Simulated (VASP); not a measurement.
# PbS (Cmcm) in VASP: settings compared

PbS is run at these levels: PBEsol, RPBE, BLYP+D3(BJ); tasks: single point.

Program: VASP 6.6.1. These are calculated values, not measurements. Logs are shortened: lines on timing, memory, paths and dates and some standing lists are left out, and cuts for length are marked.

**1. The cell of the first run**

It takes space group Cmcm (No. 63, orthorhombic). Conventional cell: a = 4.215 Å, b = 12.140 Å, c = 4.336 Å, α = 90.00°, β = 90.00°, γ = 90.00°. Pb (site symmetry m2m) has 5 S at 2.72 to 3.03 Å within 3.6 Å. S (site symmetry m2m) has 5 Pb at 2.72 to 3.03 Å within 3.6 Å.

**2. Single point, PBEsol (volume scaled by 1.04)**

Input file INCAR:

```
SYSTEM = PbS
PREC = Accurate
ENCUT = 520
EDIFF = 1E-6
ISMEAR = -1
SIGMA = 0.05
LREAL = .False.
LASPH = .True.
NELM = 100
ALGO = Normal
ISIF = 2
LWAVE = .False.
LCHARG = .False.
GGA = PS
NBANDS = 28
```

Input file KPOINTS:

```
Automatic mesh
0
Gamma
  7 7 6
  0 0 0
```

Input file POSCAR:

```
PbS
1.0
    2.1073236324     -6.0701387599      0.0000000000
    2.1073236324      6.0701387599      0.0000000000
    0.0000000000      0.0000000000      4.3356342523
Pb S
2 2
Direct
    0.1305633500      0.8694366500      0.2500000000
    0.8694366500      0.1305633500      0.7500000000
    0.3547970900      0.6452029100      0.2500000000
    0.6452029100      0.3547970900      0.7500000000
```

Potentials or basis: VASP PAW PBE potentials, release 64 (Pb_d, S).

Launch:

```bash
$ cat potpaw_PBE.64/Pb_d/POTCAR potpaw_PBE.64/S/POTCAR > POTCAR
$ mpirun -np 1 vasp_std > vasp.out
```

OUTCAR:

```text
SYSTEM = PbS
   PREC = Accurate
   ENCUT = 520
   EDIFF = 1E-6
   ISMEAR = -1
   LREAL = .False.
   LASPH = .True.
   NELM = 100
   ISIF = 2
   GGA = PS

 ion  position               nearest neighbor table
   1  0.131  0.869  0.250-   3 2.72   4 3.03   4 3.03   4 3.03   4 3.03   2 3.84   2 3.84
   2  0.869  0.131  0.750-   4 2.72   3 3.03   3 3.03   3 3.03   3 3.03   1 3.84   1 3.84
   3  0.355  0.645  0.250-   1 2.72   2 3.03   2 3.03   2 3.03   2 3.03
   4  0.645  0.355  0.750-   2 2.72   1 3.03   1 3.03   1 3.03   1 3.03

  LATTYP: Found a base centered orthorhombic cell.
 ALAT       =     4.2146472648
 B/A-ratio  =     2.8804966957
 C/A-ratio  =     1.0287063139

  Lattice vectors:

 A1 = (   2.1073236324,  -6.0701387599,   0.0000000000)
 A2 = (   2.1073236324,   6.0701387599,   0.0000000000)
 A3 = (   0.0000000000,   0.0000000000,   4.3356342523)

Analysis of symmetry for initial positions (statically):
=====================================================================
 Subroutine PRICEL returns:
 Original cell was already a primitive cell.

 Routine SETGRP: Setting up the symmetry group for a
 base centered orthorhombic supercell.

 Subroutine GETGRP returns: Found  8 space group operations
 (whereof  4 operations were pure point group operations)
 out of a pool of  8 trial point group operations.

The static configuration has the point symmetry C_2h.
 The point group associated with its full space group is D_2h.

Analysis of symmetry for dynamics (positions and initial velocities):
=====================================================================
 Subroutine PRICEL returns:
 Original cell was already a primitive cell.

 Routine SETGRP: Setting up the symmetry group for a
 base centered orthorhombic supercell.

 Subroutine GETGRP returns: Found  8 space group operations
 (whereof  4 operations were pure point group operations)
 out of a pool of  8 trial point group operations.

The dynamic configuration has the point symmetry C_2h.
 The point group associated with its full space group is D_2h.

 Subroutine INISYM returns: Found  8 space group operations
 (whereof  4 operations are pure point group operations),
 and found     1 'primitive' translations

----------------------------------------------------------------------------------------

                                     Primitive cell

  volume of cell :     110.9207

  direct lattice vectors                    reciprocal lattice vectors
     2.107323632 -6.070138760  0.000000000     0.237267780 -0.082370440  0.000000000
     2.107323632  6.070138760  0.000000000     0.237267780  0.082370440  0.000000000
     0.000000000  0.000000000  4.335634252     0.000000000  0.000000000  0.230646762

  length of vectors
     6.425527018  6.425527018  4.335634252     0.251159091  0.251159091  0.230646762

  position of ions in fractional coordinates (direct lattice)
     0.130563350  0.869436650  0.250000000
     0.869436650  0.130563350  0.750000000
     0.354797090  0.645202910  0.250000000
     0.645202910  0.354797090  0.750000000

  ion indices of the primitive-cell ions
   primitive index   ion index
                 1           1
                 2           2
                 3           3
                 4           4

----------------------------------------------------------------------------------------

 KPOINTS: Automatic mesh

Automatic generation of k-mesh.
 Grid dimensions read from file:
 generate k-points for:    7    7    6

 Generating k-lattice:

  Cartesian coordinates                     Fractional coordinates (reciprocal lattice)
     0.033895397 -0.011767206  0.000000000     0.142857143  0.000000000  0.000000000
     0.033895397  0.011767206  0.000000000     0.000000000  0.142857143  0.000000000
     0.000000000  0.000000000  0.038441127     0.000000000  0.000000000  0.166666667

  Length of vectors
     0.035879870  0.035879870  0.038441127

  Shift w.r.t. Gamma in fractional coordinates (k-lattice)
     0.000000000  0.000000000  0.000000000

 Subroutine IBZKPT returns following result:
 ===========================================

 Found     64 irreducible k-points:

 Following reciprocal coordinates:
            Coordinates               Weight
  0.000000  0.000000  0.000000      1.000000
  0.142857  0.000000  0.000000      4.000000
  0.285714  0.000000  0.000000      4.000000
  0.428571  0.000000  0.000000      4.000000
  0.142857  0.142857  0.000000      2.000000
  0.285714  0.142857  0.000000      4.000000
[... 16 lines left out ...]
  0.428571  0.142857  0.166667      8.000000
 -0.428571  0.142857  0.166667      8.000000
 [... further k-points ...]
   k-points           NKPTS =     64   k-points in BZ     NKDIM =     64   number of bands    NBANDS=     28
   number of dos      NEDOS =    301   number of ions     NIONS =      4
   total plane-waves  NPLWV =  73728
   dimension x,y,z NGX =    48 NGY =   48 NGZ =   32
   dimension x,y,z NGXF=    96 NGYF=   96 NGZF=   64
   ions per type =               2   2
   NGX,Y,Z   is equivalent  to a cutoff of  12.42, 12.42, 12.27 a.u.
   NGXF,Y,Z  is equivalent  to a cutoff of  24.84, 24.84, 24.54 a.u.
 SYSTEM =  PbS
   PREC   = accura    normal or accurate (medium, high low for compatibility)
   ISTART =      0    job   : 0-new  1-cont  2-samecut
   ICHARG =      2    charge: 1-file 2-atom 10-const
   ISPIN  =      1    spin polarized calculation?
   LNONCOLLINEAR =      F non collinear calculations
   LSORBIT =      F    spin-orbit coupling
   LASPH  =      T    aspherical Exc in radial PAW
   ENCUT  =  520.0 eV  38.22 Ry    6.18 a.u.  11.95 11.95  8.06*2*pi/ulx,y,z
   NELM   =    100;   NELMIN=  2; NELMDL= -5     # of ELM steps
   EDIFF  = 0.1E-05   stopping-criterion for ELM
   LREAL  =      F    real-space projection
   EDIFFG = 0.1E-04   stopping-criterion for IOM
   NSW    =      0    number of steps for IOM
   IBRION =     -1    ionic relax: 0-MD 1-quasi-New 2-CG
   NFREE  =      0    steps in history (QN), initial steepest desc. (CG)
   ISIF   =      2    stress and relaxation
   ISYM   =      2    0-nonsym 1-usesym 2-fastsym
   POTIM  = 0.5000    time-step for ionic-motion
   TEBEG  =    0.0;   TEEND  =   0.0 temperature during run
   PSTRESS=    0.0 pullay stress
   NELECT =      40.0000    total number of electrons
   NUPDOWN=      -1.0000    fix difference up-down
   EMIN   =  10.00;   EMAX   =-10.00  energy-range for DOS
   EFERMI =   0.00;   METHOD = LEGACY
   ISMEAR =    -1;   SIGMA  =   0.05  broadening in eV -4-tet -1-fermi 0-gaus
   EFERMI_NEDOS =   21; number of points for ismear=-14 and -15
   IALGO  =     38    algorithm
   IMIX   =      4    mixing-type and parameters
     AMIX     =   0.40;   BMIX     =  1.00
     AMIX_MAG =   1.60;   BMIX_MAG =  1.00
  volume/ion in A,a.u.               =      27.73       187.13
  Fermi-wavevector in a.u.,A,eV,Ry     =   1.165263  2.202028 18.474509  1.357838
  Thomas-Fermi vector in A             =   2.301791
   LORBIT       =      0    0 simple, 1 ext, 2 COOP (PROOUT), +10 PAW based schemes
   GGA     = PS    functional components
   LHFCALC =     F    Hartree Fock is set to
   AEXX    =    0.0000 exact exchange contribution
   IVDW    =     0    specifies the selected vdW correction
   LEPSILON=     F    determine dielectric tensor
   LRPA    =     F    only Hartree local field effects (RPA)
 non-spin polarized calculation
  energy-cutoff  :      520.00
  volume of cell :      110.92
 maximum number of plane-waves:      3012
   NGX = 23   NGY = 23   NGZ = 17

 number of electron      40.0000004 magnetization

 Free energy of the ion-electron system (eV)
  ---------------------------------------------------
  ext. energy  EPLUGINS =         0.00000000
  ---------------------------------------------------
  free energy    TOTEN  =       -18.67368052 eV

  energy without entropy =      -18.67368027  energy(sigma->0) =      -18.67368039

 E-fermi :   4.9218     XC(G=0):  -9.5984

 val. band max:        4.2680266526   @ k =   0.2857   0.1429   0.0000
 cond. band min:       5.5040010998   @ k =   0.4286   0.4286   0.0000
 fundamental gap:      1.2359744473
 Fermi energy:         4.9218428940

 k-point     1 :       0.0000    0.0000    0.0000
  band No.  band energies     occupation
      1     -11.9193      2.00000
      2     -11.8425      2.00000
      3     -11.8358      2.00000
      4     -11.8319      2.00000
      5     -11.8000      2.00000
      6     -11.7982      2.00000
[... 20 lines left out ...]
     27      10.2470      0.00000
     28      11.2427      0.00000

 k-point     2 :       0.1429    0.0000    0.0000
  band No.  band energies     occupation
      1     -11.9094      2.00000
      2     -11.8375      2.00000
      3     -11.8306      2.00000
      4     -11.8259      2.00000
      5     -11.8036      2.00000
      6     -11.8021      2.00000
[... 20 lines left out ...]
     27      10.5247      0.00000
     28      11.6451      0.00000

 k-point     3 :       0.2857    0.0000    0.0000
  band No.  band energies     occupation
      1     -11.8853      2.00000
      2     -11.8296      2.00000
      3     -11.8289      2.00000
      4     -11.8160      2.00000
      5     -11.8084      2.00000
      6     -11.8063      2.00000
[... 20 lines left out ...]
     27      11.6166      0.00000
     28      12.2816      0.00000

 k-point     4 :       0.4286    0.0000    0.0000
  band No.  band energies     occupation
      1     -11.8588      2.00000
      2     -11.8355      2.00000
      3     -11.8312      2.00000
      4     -11.8266      2.00000
      5     -11.8070      2.00000
      6     -11.8045      2.00000
[... 578 lines left out ...]
     27      11.1777      0.00000
     28      12.2780      0.00000

 k-point    23 :       0.4286    0.1429    0.1667
  band No.  band energies     occupation
      1     -11.8711      2.00000
      2     -11.8576      2.00000
      3     -11.8334      2.00000
      4     -11.8140      2.00000
      5     -11.8057      2.00000
      6     -11.7994      2.00000
[... 20 lines left out ...]
     27      11.5145      0.00000
     28      12.2834      0.00000

 k-point    24 :      -0.4286    0.1429    0.1667
  band No.  band energies     occupation
      1     -11.8845      2.00000
      2     -11.8405      2.00000
      3     -11.8297      2.00000
      4     -11.8159      2.00000
      5     -11.8077      2.00000
      6     -11.8015      2.00000
[... 20 lines left out ...]
     27      11.6880      0.00000
     28      12.4833      0.00000

 [... further k-points ...]

------------------------ aborting loop because EDIFF is reached ----------------------------------------

  FORCE on cell =-STRESS in cart. coord.  units (eV):
  Direction    XX          YY          ZZ          XY          YZ          ZX
  --------------------------------------------------------------------------------------
  -------------------------------------------------------------------------------------
  Total       -2.6451118     -2.2883133     -2.7396562      0.0000000      0.0000000      0.0000000
  in kB      -38.2069284    -33.0532054    -39.5725617      0.0000000      0.0000000      0.0000000
  external PRESSURE =     -36.9442319 kB  Pullay stress =       0.0000000 kB

 VOLUME and BASIS-vectors are now :
 -----------------------------------------------------------------------------
  energy-cutoff  :      520.00
  volume of cell :      110.92
      direct lattice vectors                 reciprocal lattice vectors
     2.107323632 -6.070138760  0.000000000     0.237267780 -0.082370440  0.000000000
     2.107323632  6.070138760  0.000000000     0.237267780  0.082370440  0.000000000
     0.000000000  0.000000000  4.335634252     0.000000000  0.000000000  0.230646762

 POSITION                                       TOTAL-FORCE (eV/Angst)
 -----------------------------------------------------------------------------------
      2.10732      4.48506      1.08391         0.000000     -0.261766     -0.000000
      2.10732     -4.48506      3.25173         0.000000      0.261766      0.000000
      2.10732      1.76280      1.08391         0.000000      0.123499     -0.000000
      2.10732     -1.76280      3.25173         0.000000     -0.123499     -0.000000
 -----------------------------------------------------------------------------------
    total drift:                               -0.000000     -0.000000      0.000000

  FREE ENERGIE OF THE ION-ELECTRON SYSTEM (eV)
  ---------------------------------------------------
  free  energy   TOTEN  =       -18.6736805181 eV

  energy  without entropy=      -18.6736802707  energy(sigma->0) =      -18.67368039
```

Wall time 2.4 min (1 thread of Intel Xeon Platinum 8488C (Sapphire Rapids), shared host); peak memory 0.35 GiB.

What came out:

* Free energy: -18.6737 eV
* Pressure: -3.7 GPa
* Largest force: 0.262 eV/Å
* Band gap on the k mesh: 1.24 eV, indirect (least direct gap 1.33 eV)

Forces in eV/Å, atoms in the order of the input:
```
Pb   0.000 -0.262  0.000
Pb   0.000  0.262  0.000
S    0.000  0.123  0.000
S    0.000 -0.123  0.000
```

Caveat: the PAW data sets were made with another functional, which shifts forces and pressure a little; spin-orbit coupling is left out, which moves the levels of the heavy elements. A k mesh can miss the band edges.

[end of part 1 of 2]
